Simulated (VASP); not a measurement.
# La (P6/mmm) in VASP: relaxation of cell and atoms with PBE

Aim: the relaxation of cell and atoms of La with PBE.

Everything below comes from runs of VASP 6.6.1. Logs are shortened: lines on timing, memory, paths and dates and some standing lists are left out, and cuts for length are marked.

## Step 1: The cell of the first run

The structure is hexagonal, space group P6/mmm (No. 191). Conventional cell: a = 5.610 Å, b = 5.610 Å, c = 3.339 Å, α = 90.00°, β = 90.00°, γ = 120.00°. La (site symmetry 6/mmm) has 14 La at 3.34 to 3.64 Å within 4.4 Å. La (site symmetry -6m2) has 11 La at 3.24 to 3.64 Å within 4.3 Å.

## Step 2: Relaxation of cell and atoms, PBE, target pressure 7 GPa, at which the enthalpy is minimised

INCAR

```
PREC = Accurate
ENCUT = 600
EDIFF = 1E-6
ISMEAR = -1
SIGMA = 0.1
LREAL = F
LASPH = T
NELM = 80
ALGO = Normal
ISIF = 3
LWAVE = F
LCHARG = F
GGA = PE
IBRION = 2
NSW = 32
EDIFFG = -0.005
PSTRESS = 70.0
```

KPOINTS

```
Automatic mesh
0
Gamma
  7 7 9
```

POSCAR

```
La
1.0
    5.6095097792      0.0000000000      0.0000000000
   -2.8047548896      4.8579779716      0.0000000000
    0.0000000000      0.0000000000      3.3388317000
La
3
Direct
    0.0000000000      0.0000000000      0.0000000000
    0.3333333333      0.6666666667      0.5000000000
    0.6666666667      0.3333333333      0.5000000000
```

Potentials or basis: VASP PAW PBE potentials, release 64 (La).

Command:

```sh
$ cat potpaw_PBE.64/La/POTCAR > POTCAR
$ mpirun -np 1 vasp_std > vasp.out
```

OUTCAR:

```text
PREC = Accurate
   ENCUT = 600
   EDIFF = 1E-6
   ISMEAR = -1
   LREAL = F
   LASPH = T
   NELM = 80
   ISIF = 3
   GGA = PE
   IBRION = 2
   NSW = 32
   EDIFFG = -0.005
   PSTRESS = 70.0

 ion  position               nearest neighbor table
   1  0.000  0.000  0.000-   2 3.64   3 3.64   2 3.64   3 3.64   3 3.64   3 3.64   2 3.64   2 3.64
                             3 3.64   3 3.64   2 3.64   2 3.64
   2  0.333  0.667  0.500-   3 3.24   3 3.24   3 3.24   1 3.64   1 3.64   1 3.64   1 3.64   1 3.64
                             1 3.64
   3  0.667  0.333  0.500-   2 3.24   2 3.24   2 3.24   1 3.64   1 3.64   1 3.64   1 3.64   1 3.64
                             1 3.64

  LATTYP: Found a hexagonal cell.
 ALAT       =     5.6095097792
 C/A-ratio  =     0.5952091772

  Lattice vectors:

 A1 = (   5.6095097792,   0.0000000000,   0.0000000000)
 A2 = (  -2.8047548896,   4.8579779716,   0.0000000000)
 A3 = (   0.0000000000,   0.0000000000,   3.3388317000)

Analysis of symmetry for initial positions (statically):
=====================================================================
 Subroutine PRICEL returns:
 Original cell was already a primitive cell.

 Routine SETGRP: Setting up the symmetry group for a
 hexagonal supercell.

 Subroutine GETGRP returns: Found 24 space group operations
 (whereof 24 operations were pure point group operations)
 out of a pool of 24 trial point group operations.

The static configuration has the point symmetry D_6h.

Analysis of symmetry for dynamics (positions and initial velocities):
=====================================================================
 Subroutine PRICEL returns:
 Original cell was already a primitive cell.

 Routine SETGRP: Setting up the symmetry group for a
 hexagonal supercell.

 Subroutine GETGRP returns: Found 24 space group operations
 (whereof 24 operations were pure point group operations)
 out of a pool of 24 trial point group operations.

The dynamic configuration has the point symmetry D_6h.

 Subroutine INISYM returns: Found 24 space group operations
 (whereof 24 operations are pure point group operations),
 and found     1 'primitive' translations

----------------------------------------------------------------------------------------

                                     Primitive cell

  volume of cell :      90.9861

  direct lattice vectors                    reciprocal lattice vectors
     5.609509779  0.000000000  0.000000000     0.178268697  0.102923480  0.000000000
    -2.804754890  4.857977972  0.000000000     0.000000000  0.205846961  0.000000000
     0.000000000  0.000000000  3.338831700     0.000000000  0.000000000  0.299505962

  length of vectors
     5.609509779  5.609509779  3.338831700     0.205846961  0.205846961  0.299505962

  position of ions in fractional coordinates (direct lattice)
     0.000000000  0.000000000  0.000000000
     0.333333333  0.666666667  0.500000000
     0.666666667  0.333333333  0.500000000

  ion indices of the primitive-cell ions
   primitive index   ion index
                 1           1
                 2           2
                 3           3

----------------------------------------------------------------------------------------

 KPOINTS: Automatic mesh

Automatic generation of k-mesh.
 Grid dimensions read from file:
 generate k-points for:    7    7    9

 Generating k-lattice:

  Cartesian coordinates                     Fractional coordinates (reciprocal lattice)
     0.025466957  0.014703354  0.000000000     0.142857143  0.000000000  0.000000000
     0.000000000  0.029406709  0.000000000     0.000000000  0.142857143  0.000000000
[... 58 lines left out ...]
   EDIFF  = 0.1E-05   stopping-criterion for ELM
   LREAL  =      F    real-space projection
   EDIFFG = -.5E-02   stopping-criterion for IOM
   NSW    =     32    number of steps for IOM
   IBRION =      2    ionic relax: 0-MD 1-quasi-New 2-CG
   NFREE  =      1    steps in history (QN), initial steepest desc. (CG)
   ISIF   =      3    stress and relaxation
   ISYM   =      2    0-nonsym 1-usesym 2-fastsym
   POTIM  = 0.5000    time-step for ionic-motion
   TEBEG  =    0.0;   TEEND  =   0.0 temperature during run
   PSTRESS=   70.0 pullay stress
   NELECT =      33.0000    total number of electrons
   NUPDOWN=      -1.0000    fix difference up-down
   EMIN   =  10.00;   EMAX   =-10.00  energy-range for DOS
   EFERMI =   0.00;   METHOD = LEGACY
   ISMEAR =    -1;   SIGMA  =   0.10  broadening in eV -4-tet -1-fermi 0-gaus
   EFERMI_NEDOS =   21; number of points for ismear=-14 and -15
   IALGO  =     38    algorithm
   IMIX   =      4    mixing-type and parameters
     AMIX     =   0.40;   BMIX     =  1.00
     AMIX_MAG =   1.60;   BMIX_MAG =  1.00
  volume/ion in A,a.u.               =      30.33       204.67
  Fermi-wavevector in a.u.,A,eV,Ry     =   1.167494  2.206243 18.545301  1.363041
  Thomas-Fermi vector in A             =   2.303993
   LORBIT       =      0    0 simple, 1 ext, 2 COOP (PROOUT), +10 PAW based schemes
   GGA     = PE    functional components
   LHFCALC =     F    Hartree Fock is set to
   AEXX    =    0.0000 exact exchange contribution
   IVDW    =     0    specifies the selected vdW correction
   LEPSILON=     F    determine dielectric tensor
   LRPA    =     F    only Hartree local field effects (RPA)
 conjugate gradient relaxation of ions
 non-spin polarized calculation
  energy-cutoff  :      600.00
  volume of cell :       90.99
 maximum number of plane-waves:      3074
 NGX is ok and might be reduce to    48
   NGX = 23   NGY = 23   NGZ = 13

--------------------------------------- Ionic step        1  -------------------------------------------

 number of electron      33.0000001 magnetization

 Free energy of the ion-electron system (eV)
  ---------------------------------------------------
  ext. energy  EPLUGINS =         0.00000000
  ---------------------------------------------------
  free energy    TOTEN  =       -14.22503627 eV

  energy without entropy =      -14.09780929  energy(sigma->0) =      -14.16142278

------------------------ aborting loop because EDIFF is reached ----------------------------------------

  FORCE on cell =-STRESS in cart. coord.  units (eV):
  Direction    XX          YY          ZZ          XY          YZ          ZX
  --------------------------------------------------------------------------------------
  -------------------------------------------------------------------------------------
  Total        4.0364254      4.0364254      4.0158435      0.0000000      0.0000000     -0.0000000
  in kB       71.0775638     71.0775638     70.7151356      0.0000000      0.0000000     -0.0000000
  external PRESSURE =       0.9567544 kB  Pullay stress =      70.0000000 kB

 VOLUME and BASIS-vectors are now :
 -----------------------------------------------------------------------------
  energy-cutoff  :      600.00
  volume of cell :       90.99
      direct lattice vectors                 reciprocal lattice vectors
     5.609509779  0.000000000  0.000000000     0.178268697  0.102923480  0.000000000
    -2.804754890  4.857977972  0.000000000     0.000000000  0.205846961  0.000000000
     0.000000000  0.000000000  3.338831700     0.000000000  0.000000000  0.299505962

 POSITION                                       TOTAL-FORCE (eV/Angst)
 -----------------------------------------------------------------------------------
      0.00000      0.00000      0.00000         0.000000      0.000000     -0.000000
     -0.00000      3.23865      1.66942         0.000000     -0.000000     -0.000000
      2.80475      1.61933      1.66942        -0.000000      0.000000      0.000000
 -----------------------------------------------------------------------------------
    total drift:                               -0.000000      0.000000     -0.000000

  FREE ENERGIE OF THE ION-ELECTRON SYSTEM (eV)
  ---------------------------------------------------
  free  energy   TOTEN  =       -14.2250362742 eV

  energy  without entropy=      -14.0978092925  energy(sigma->0) =      -14.16142278

  enthalpy is  TOTEN    =       -10.2498046705 eV   P V=        3.9752316037

--------------------------------------- Ionic step        2  -------------------------------------------

 number of electron      33.0000001 magnetization

 Free energy of the ion-electron system (eV)
  ---------------------------------------------------
  ext. energy  EPLUGINS =         0.00000000
  ---------------------------------------------------
  free energy    TOTEN  =       -14.23555512 eV

  energy without entropy =      -14.10825988  energy(sigma->0) =      -14.17190750

 E-fermi :   9.9356     XC(G=0): -10.4008

 val. band max:        9.9237278034   @ k =   0.1429   0.0000   0.2222
 cond. band min:       9.9745779701   @ k =   0.2857   0.2857   0.3333
 fundamental gap:      0.0508501667
 Fermi energy:         9.9356009981

 k-point     1 :       0.0000    0.0000    0.0000
  band No.  band energies     occupation
      1     -22.8220      2.00000
      2     -22.3474      2.00000
      3     -22.2622      2.00000
      4      -7.1686      2.00000
      5      -7.1686      2.00000
      6      -6.7595      2.00000
[... 541 lines left out ...]
     19      10.7248      0.00075
     20      10.7960      0.00037

 [... further k-points ...]
[... 5 lines left out ...]
  --------------------------------------------------------------------------------------
  -------------------------------------------------------------------------------------
  Total        3.9874664      3.9874664      3.9803272     -0.0000000      0.0000000      0.0000000
  in kB       70.0317193     70.0317193     69.9063346     -0.0000000      0.0000000      0.0000000
  external PRESSURE =      -0.0100756 kB  Pullay stress =      70.0000000 kB

 VOLUME and BASIS-vectors are now :
 -----------------------------------------------------------------------------
  energy-cutoff  :      600.00
  volume of cell :       91.22
      direct lattice vectors                 reciprocal lattice vectors
     5.615029819  0.000000000 -0.000000000     0.178093444  0.102822298 -0.000000000
    -2.807514910  4.862758467  0.000000000    -0.000000000  0.205644596 -0.000000000
     0.000000000  0.000000000  3.341012206     0.000000000 -0.000000000  0.299310490

 POSITION                                       TOTAL-FORCE (eV/Angst)
 -----------------------------------------------------------------------------------
      0.00000      0.00000      3.34101        -0.000000      0.000000     -0.000000
     -0.00000      3.24184      1.67051        -0.000000      0.000000      0.000000
      2.80751      1.62092      1.67051         0.000000     -0.000000      0.000000
 -----------------------------------------------------------------------------------
    total drift:                               -0.000000      0.000000     -0.000000

  FREE ENERGIE OF THE ION-ELECTRON SYSTEM (eV)
  ---------------------------------------------------
  free  energy   TOTEN  =       -14.2355551162 eV

  energy  without entropy=      -14.1082598816  energy(sigma->0) =      -14.17190750

  enthalpy is  TOTEN    =       -10.2498947726 eV   P V=        3.9856603436

 reached required accuracy - stopping structural energy minimisation
```

It took 5.3 min on 1 thread of Oxide Virtual Turin-like, shared host; peak memory 0.26 GiB.

Results:

- Free energy: -14.2356 eV
- Relaxed volume: 30.41 Å³/atom
- Relaxed cell: a = 5.615 Å, b = 5.615 Å, c = 3.341 Å, α = 90.00°, β = 90.00°, γ = 120.00°
- Space group after relaxing (to 0.05 Å): P6/mmm (No. 191)
- Energy change on relaxing (the enthalpy is what falls): -3.5 meV/atom
- Ionic steps: 2
- Pressure after relaxing: 7.0 GPa

Step by step:
```
step  energy change (eV)  largest force (eV/Å)  pressure (GPa)  volume (Å³)
   1              0.0000                0.0000            7.10        90.99
   2             -0.0105                0.0000            7.00        91.22
```

Final structure:
```xyz
3
Lattice="5.6150 0.0000 0.0000 -2.8075 4.8628 0.0000 0.0000 0.0000 3.3410" Properties=species:S:1:pos:R:3 pbc="T T T"
La    0.0000    0.0000    3.3410
La    0.0000    3.2418    1.6705
La    2.8075    1.6209    1.6705
```

Caveat: the cell is relaxed towards a set pressure, so the enthalpy falls and the energy may rise; spin-orbit coupling is left out, which moves the levels of the heavy elements.
